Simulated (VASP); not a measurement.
A run of VASP 6.6.1:

INCAR

```
SYSTEM = RbSi2
  PREC = Accurate
  ENCUT = 520
  EDIFF = 1E-6
  ISMEAR = 0
  SIGMA = 0.1
  LREAL = .FALSE.
  LASPH = .TRUE.
  NELM = 100
  ALGO = Normal
  ISIF = 2
  LWAVE = .FALSE.
  LCHARG = .TRUE.
  GGA = PE
  LELF = .TRUE.
  LVHAR = .TRUE.
  NBANDS = 16
```

File KPOINTS:

```
Automatic mesh
0
G
  6 6 2
  0 0 0
```

The input POSCAR:

```
RbSi2
1.0
    4.2724071200      0.0000000000      0.0000000000
   -2.1362035600      3.7000131000      0.0000000000
    0.0000000000      0.0000000000      8.1443781700
Rb Si
1 2
Direct
    0.0000000000      0.0000000000      0.0000000000
    0.3333333300      0.6666666700      0.3557395100
    0.6666666700      0.3333333300      0.6442604900
```

Potentials or basis: VASP PAW PBE potentials, release 64 (Rb_sv, Si).

Launch:

```bash
$ cat potpaw_PBE.64/Rb_sv/POTCAR potpaw_PBE.64/Si/POTCAR > POTCAR
$ mpirun -np 1 vasp_std > vasp.out
```

Hardware: 1 thread of Intel Xeon 8259CL (shared host).

Task: Estimate the wall time of this run.

Result: Run time: 38 s on 1 thread of Intel Xeon 8259CL (shared host), peak memory 0.24 GiB. Counts: scf iterations 13, k points 14.
